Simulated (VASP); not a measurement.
Here is a VASP 6.6.1 calculation.

INCAR

```
SYSTEM = Hf
  PREC = Accurate
  ENCUT = 520
  EDIFF = 1E-6
  ISMEAR = 0
  SIGMA = 0.1
  LREAL = .False.
  LASPH = .True.
  NELM = 100
  ALGO = Normal
  ISIF = 2
  LWAVE = .False.
  LCHARG = .True.
  GGA = PS
  LELF = .True.
  LVHAR = .True.
  NBANDS = 11
```

File KPOINTS:

```
regular mesh
0
Gamma
  16 16 16
  0 0 0
```

POSCAR

```
Hf
1.0
   -1.7795584398      1.7795584398      1.7795584398
    1.7795584398     -1.7795584398      1.7795584398
    1.7795584398      1.7795584398     -1.7795584398
Hf
1
Direct
    0.0000000000      0.0000000000      0.0000000000
```

Potentials or basis: VASP PAW PBE potentials, release 64 (Hf_pv).

The run is started by

```console
$ cat potpaw_PBE.64/Hf_pv/POTCAR > POTCAR
$ mpirun -np 1 vasp_std > vasp.out
```

Estimate the pressure.

-6.0 GPa.

Estimate the band gap on the k mesh.

zero (bands 5 and 6 overlap by 2.25 eV).

Caveat: the cell stands under tension; the PAW data sets were made with another functional, which shifts forces and pressure a little; spin-orbit coupling is left out, which moves the levels of the heavy elements.
